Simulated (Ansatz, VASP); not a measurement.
**Two plane-wave programs on Si2Ge3**

File INCAR:

```
SYSTEM = Si2Ge3
  PREC = Accurate
  ENCUT = 600
  EDIFF = 1E-7
  ISMEAR = 0
  SIGMA = 0.1
  LREAL = .FALSE.
  LASPH = .TRUE.
  NELM = 80
  ALGO = Normal
  ISIF = 3
  LWAVE = .FALSE.
  LCHARG = .FALSE.
  GGA = PE
  IBRION = 2
  NSW = 90
  EDIFFG = -0.04
```

The input KPOINTS:

```
Automatic mesh
0
G
  6 6 2
  0 0 0
```

File POSCAR:

```
Si2Ge3
1.0
    2.7893261400      0.0000000000      0.0000000000
   -1.3946630700      2.4156272900      0.0000000000
    0.0000000000      0.0000000000     13.0966969500
Si Ge
2 3
Direct
    0.0000000000      0.0000000000      0.9000000000
    0.0000000000      0.0000000000      0.1000000000
    0.0000000000      0.0000000000      0.3000000000
    0.0000000000      0.0000000000      0.5000000000
    0.0000000000      0.0000000000      0.7000000000
```

Input for Ansatz:

```yaml
crystal:
  lattice:
    - [2.78932614, 0.0, 0.0]
    - [-1.39466307, 2.41562729, 0.0]
    - [0.0, 0.0, 13.09669695]
  atoms:
    - { symbol: Si, position: [0.0, 0.0, 0.9] }
    - { symbol: Si, position: [0.0, 0.0, 0.1] }
    - { symbol: Ge, position: [0.0, 0.0, 0.3] }
    - { symbol: Ge, position: [0.0, 0.0, 0.5] }
    - { symbol: Ge, position: [0.0, 0.0, 0.7] }
basis:
  ecutwfc: 420
kpoints:
  mp_grid: { grid: [6, 6, 2] }
hamiltonian:
  xc: pbe
scf:
  occupations: { method: gaussian, width: 0.1 }
  lower_state_search: "off"
output:
  forces: true
  stress: true
  eigenvalues: true
relax:
  adjacent_minimum: "off"
  f_tol: 0.04
  max_steps: 70
  cell: { stress_tol: 0.4 }
```

Alike in both runs: task relaxation of cell and atoms; functional PBE; k mesh 6 × 6 × 2; occupations gaussian, width 0.1 eV; no spin polarisation.

```csv
,VASP,Ansatz
version,VASP 6.6.1,Ansatz 0.2.0
potentials or method,"VASP PAW PBE potentials, release 64 (Si, Ge_d), cutoff 600 eV","scalar-relativistic, plane waves, PAW"
valence electrons in the cell,50,50
```

```csv
,VASP,Ansatz,Ansatz less VASP
"gap on the k mesh at the Fermi level, each at its own relaxed structure (eV)",none,none,-
relaxed volume (Å³/atom),18.03,17.95,-0.081
relaxed length of the cell vector where the two differ most in proportion (Å),13.694,13.643,-0.0504
```

A gap of «none» marks a metal or a gap that the smearing closes.

The k mesh is coarse, so the values compare programs but aren't converged. Noted on VASP's run: too few bands were computed for a metal, which touches its energy and stress.
